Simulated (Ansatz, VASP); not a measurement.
# BaTiO3: VASP beside Ansatz

File INCAR:

```
ALGO = Normal ; EDIFF = 1E-6
ENCUT = 520 ; GGA = PE
ISIF = 2 ; ISMEAR = -1
LASPH = T ; LCHARG = T
LELF = T ; LREAL = F
LVHAR = T ; LWAVE = F
NBANDS = 28 ; NELM = 80
PREC = Accurate ; SIGMA = 0.08
```

Contents of KPOINTS:

```
k-points
0
Gamma
  7 7 7
```

POSCAR

```
BaTiO3
1.0
    3.9198040000      0.0000000000      0.0000000000
    0.0000000000      3.9198040000      0.0000000000
    0.0000000000      0.0000000000      4.0180000000
Ba Ti O
1 1 3
Direct
    0.0000000000      0.0000000000      0.0000000000
    0.5000000000      0.5000000000      0.4820000000
    0.5000000000      0.5000000000      0.0160000000
    0.5000000000      0.0000000000      0.5150000000
    0.0000000000      0.5000000000      0.5150000000
```

Input for Ansatz:

```yaml
crystal:
  lattice:
    - [3.919804, 0.0, 0.0]
    - [0.0, 3.919804, 0.0]
    - [0.0, 0.0, 4.018]
  atoms:
    - { symbol: Ba, position: [0.0, 0.0, 0.0] }
    - { symbol: Ti, position: [0.5, 0.5, 0.482] }
    - { symbol: O, position: [0.5, 0.5, 0.016] }
    - { symbol: O, position: [0.5, 0.0, 0.515] }
    - { symbol: O, position: [0.0, 0.5, 0.515] }
kpoints:
  mp_grid: { grid: [7, 7, 7] }
  band_path:
    path:
      - [0.0, 0.0, 0.0]
      - [0.0, 0.5, 0.0]
      - [0.5, 0.5, 0.0]
      - [0.0, 0.0, 0.0]
      - [0.0, 0.0, 0.5]
      - [0.0, 0.5, 0.5]
      - [0.5, 0.5, 0.5]
      - [0.0, 0.0, 0.5]
      - [0.0, 0.5, 0.0]
    npoints: 5
scf:
  occupations: { method: fermi_dirac, width: 0.08 }
hamiltonian:
  xc: pbe
  pseudopotentials: { kind: all_electron, lapw: { basis_error: 0.001 } }
output:
  forces: true
  stress: true
  eigenvalues: true
```

Change from the starting cell: equal xx and yy strain of -2 %.

Alike in both runs: task single point; functional PBE; k mesh 7 × 7 × 7; occupations fermi-dirac, width 0.08 eV; no spin polarisation.

|  | VASP | Ansatz |
| --- | --- | --- |
| version | VASP 6.6.1 | Ansatz 0.2.0 |
| potentials or method | VASP PAW PBE potentials, release 64 (Ba_sv, Ti_sv, O), cutoff 520 eV | all-electron LAPW, scalar-relativistic |

```csv
,VASP,Ansatz,Ansatz less VASP
pressure (GPa),12.4,10.3,-2.09
"traceless stress, the component that is largest in VASP (GPa)",-1.93,-1.90,+0.033
rms of the force components (eV/Å),0.079,0.083,+0.0045
```

Atom by atom the forces differ by 0.017 eV/Å (rms over components). Ansatz ran all-electron here, and VASP with PAW potentials.

Neither program's run includes spin-orbit coupling.
